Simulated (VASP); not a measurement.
# GaSb (I-4m2) in VASP: notebook, part 2 of 2

VASP 6.6.1. Earlier steps stand in the parts before.

**3. Single point, PBEsol**

This run uses another cell than the first one, of 18.68 Å³/atom.

INCAR reads:

```
SYSTEM = GaSb
  PREC = Accurate
  ENCUT = 520
  EDIFF = 1E-7
  ISMEAR = -1
  SIGMA = 0.05
  LREAL = .False.
  LASPH = .True.
  NELM = 100
  ALGO = Normal
  ISIF = 2
  LWAVE = .False.
  LCHARG = .False.
  GGA = PS
  NBANDS = 16
```

KPOINTS reads:

```
Automatic mesh
0
Gamma
  10 10 10
  0 0 0
```

POSCAR reads:

```
GaSb
1.0
   -2.5376888576      2.5376888576      1.4500586754
    2.5376888576     -2.5376888576      1.4500586754
    2.5376888576      2.5376888576     -1.4500586754
Sb Ga
1 1
Direct
    0.0000000000      0.0000000000      0.0000000000
    0.7500000000      0.2500000000      0.5000000000
```

Potentials or basis: VASP PAW PBE potentials, release 64 (Sb, Ga_d).

Launch:

```bash
$ cat potpaw_PBE.64/Sb/POTCAR potpaw_PBE.64/Ga_d/POTCAR > POTCAR
$ mpirun -np 1 vasp_std > vasp.out
```

OUTCAR:

```text
SYSTEM = GaSb
   PREC = Accurate
   ENCUT = 520
   EDIFF = 1E-7
   ISMEAR = -1
   LREAL = .False.
   LASPH = .True.
   NELM = 100
   ISIF = 2
   GGA = PS

 ion  position               nearest neighbor table
   1  0.000  0.000  0.000-   2 2.64   2 2.64   2 2.64   2 2.64   2 3.34   2 3.34   2 3.34   2 3.34

   2  0.750  0.250  0.500-   1 2.64   1 2.64   1 2.64   1 2.64   1 3.34   1 3.34   1 3.34   1 3.34

  LATTYP: Found a body centered tetragonal cell.
 ALAT       =     5.0753777152
 C/A-ratio  =     0.5714091667

[... 194 lines left out ...]
      6      -4.4639      2.00000
[... 433 lines left out ...]
      3      -5.5136      2.00000
      4      -5.4784      2.00000
      5      -5.4578      2.00000
      6      -0.5984      2.00000
[... 8 lines left out ...]
     15      20.6194      0.00000
     16      21.5023      0.00000

 [... further k-points ...]
[... 5 lines left out ...]
  --------------------------------------------------------------------------------------
  -------------------------------------------------------------------------------------
  Total        4.7185154      4.7185154      4.7487497      0.0000000      0.0000000      0.0000000
  in kB      202.3921411    202.3921411    203.6889851      0.0000000      0.0000000      0.0000000
  external PRESSURE =     202.8244224 kB  Pullay stress =       0.0000000 kB

 VOLUME and BASIS-vectors are now :
 -----------------------------------------------------------------------------
  energy-cutoff  :      520.00
  volume of cell :       37.35
      direct lattice vectors                 reciprocal lattice vectors
    -2.537688858  2.537688858  1.450058675     0.000000000  0.197029671  0.344813633
     2.537688858 -2.537688858  1.450058675     0.197029671  0.000000000  0.344813633
     2.537688858  2.537688858 -1.450058675     0.197029671  0.197029671  0.000000000

 POSITION                                       TOTAL-FORCE (eV/Angst)
 -----------------------------------------------------------------------------------
      0.00000      0.00000      0.00000         0.000000     -0.000000      0.000000
      0.00000      2.53769      0.72503        -0.000000      0.000000     -0.000000
 -----------------------------------------------------------------------------------
    total drift:                               -0.000000      0.000000      0.000000

  FREE ENERGIE OF THE ION-ELECTRON SYSTEM (eV)
  ---------------------------------------------------
  free  energy   TOTEN  =        -7.4533168203 eV

  energy  without entropy=       -7.4480295427  energy(sigma->0) =       -7.45067318
```

OSZICAR:

```text
N       E                     dE             d eps       ncg     rms          rms(c)
DAV:   1     0.848133593068E+02    0.84813E+02   -0.82926E+03  3280   0.162E+03
DAV:   2    -0.158682086608E+01   -0.86400E+02   -0.83280E+02  3792   0.328E+02
DAV:   3    -0.742335352366E+01   -0.58365E+01   -0.58139E+01  3872   0.642E+01
DAV:   4    -0.751545793228E+01   -0.92104E-01   -0.92090E-01  4120   0.875E+00
DAV:   5    -0.751750990408E+01   -0.20520E-02   -0.20519E-02  4040   0.119E+00    0.362E+00
DAV:   6    -0.746947456392E+01    0.48035E-01   -0.64563E-02  4352   0.571E+00    0.209E+00
DAV:   7    -0.745408342779E+01    0.15391E-01   -0.15805E-02  4904   0.192E+00    0.379E-01
DAV:   8    -0.745334209865E+01    0.74133E-03   -0.22942E-03  4376   0.739E-01    0.323E-02
DAV:   9    -0.745331858223E+01    0.23516E-04   -0.10642E-04  3896   0.884E-02    0.165E-02
DAV:  10    -0.745331722545E+01    0.13568E-05   -0.10385E-05  4160   0.277E-02    0.493E-03
DAV:  11    -0.745331706182E+01    0.16363E-06   -0.11660E-06  4008   0.979E-03    0.197E-03
DAV:  12    -0.745331680709E+01    0.25473E-06   -0.66759E-08  2840   0.187E-03    0.595E-04
DAV:  13    -0.745331682028E+01   -0.13189E-07   -0.11969E-08  2264   0.114E-03
   1 F= -.74533168E+01 E0= -.74506732E+01  d E =-.528728E-02
```

stdout:

```text
POSCAR found type information on POSCAR SbGa
 POSCAR found :  2 types and       2 ions
 scaLAPACK will be used
 -----------------------------------------------------------------------------
|                                                                             |
|                                                                             |
|     You enforced a specific xc type in the INCAR file but a different       |
|     I HOPE YOU KNOW WHAT YOU ARE DOING!                                     |
|                                                                             |
 -----------------------------------------------------------------------------

 LDA part: xc-table for (Slater+PW92), standard interpolation
 POSCAR, INCAR and KPOINTS ok, starting setup
 FFT: planning ... GRIDC
 FFT: planning ... GRID_SOFT
 FFT: planning ... GRID
 WAVECAR not read
 entering main loop
```

Wall time 75 s (1 thread of AMD EPYC 9R14 (Zen 4), shared host); peak memory 0.18 GiB.

Results:

```yaml
Free_energy: -7.4533 eV
Pressure: 20.3 GPa
Band_gap_on_the_k_mesh: zero (bands 9 and 10 overlap by 5.77 eV)
```

Caveat: the cell stands under pressure; the PAW data sets were made with another functional, which shifts forces and pressure a little; spin-orbit coupling is left out, which moves the levels of the heavy elements.

**4. Single point, PBEsol**

This run uses another cell than the first one, of 20.25 Å³/atom.

INCAR reads:

```
SYSTEM = GaSb
PREC = Accurate ; ENCUT = 520
EDIFF = 1E-7 ; ISMEAR = -1
SIGMA = 0.05 ; LREAL = .FALSE.
LASPH = .TRUE. ; NELM = 80
ALGO = Normal ; ISIF = 2
LWAVE = .FALSE. ; LCHARG = .FALSE.
GGA = PS ; NBANDS = 16
```

KPOINTS reads:

```
regular mesh
0
G
  10 10 10
  0 0 0
```

POSCAR reads:

```
GaSb
1.0
   -2.6143841552      2.6143841552      1.4816048965
    2.6143841552     -2.6143841552      1.4816048965
    2.6143841552      2.6143841552     -1.4816048965
Sb Ga
1 1
Direct
    0.0000000000      0.0000000000      0.0000000000
    0.7500000000      0.2500000000      0.5000000000
```

Launch:

```bash
$ cat potpaw_PBE.64/Sb/POTCAR potpaw_PBE.64/Ga_d/POTCAR > POTCAR
$ mpirun -np 1 vasp_std > vasp.out
```

Run time: 75 s. Hardware: 1 thread of AMD EPYC 9R14 (Zen 4), shared host; peak memory 0.19 GiB.

Results (log left out):

```yaml
Free_energy: -7.7468 eV
Pressure: 10.2 GPa
Band_gap_on_the_k_mesh: zero (bands 9 and 10 overlap by 5.20 eV)
```

Levels at points of the mesh, in eV from the Fermi level:
| k point | band 7 | band 8 | band 9 | band 10 | band 11 | band 12 |
| --- | --- | --- | --- | --- | --- | --- |
| (0.00, 0.00, 0.00) | -2.65 | -2.47 | -2.47 | 2.93 | 6.44 | 7.94 |
| (0.50, 0.00, 0.00) | -6.57 | -2.63 | -1.84 | -1.47 | 2.06 | 3.65 |
| (0.50, 0.50, 0.00) | -9.27 | -0.14 | 1.65 | 2.41 | 2.42 | 5.54 |
| (0.50, 0.50, 0.50) | -6.58 | -6.17 | -6.17 | 4.26 | 5.59 | 12.08 |

Caveat: the cell stands under pressure; the PAW data sets were made with another functional, which shifts forces and pressure a little; spin-orbit coupling is left out, which moves the levels of the heavy elements.

**5. Summary**

| cell | gap on the mesh (eV) | pressure (GPa) |
| --- | --- | --- |
| a = 3.795 Å, angles 98.0, 98.0, 136.1°, 2 atoms | none | 30.4 |
| a = 3.871 Å, angles 98.1, 98.1, 136.0°, 2 atoms | none | 20.3 |
| a = 3.983 Å, angles 98.0, 98.0, 136.3°, 2 atoms | none | 10.2 |

Alike in all rows: task single point; level PBEsol; potentials or basis VASP PAW PBE potentials, release 64 (Sb, Ga_d); no spin polarisation; k mesh 10 × 10 × 10; cutoff (eV) 520; smearing fermi-dirac 0.05 eV.

Caveats: the cell stands under pressure; the PAW data sets were made with another functional, which shifts forces and pressure a little; spin-orbit coupling is left out, which moves the levels of the heavy elements.

Absolute energies hang on the potentials; compare differences alone.
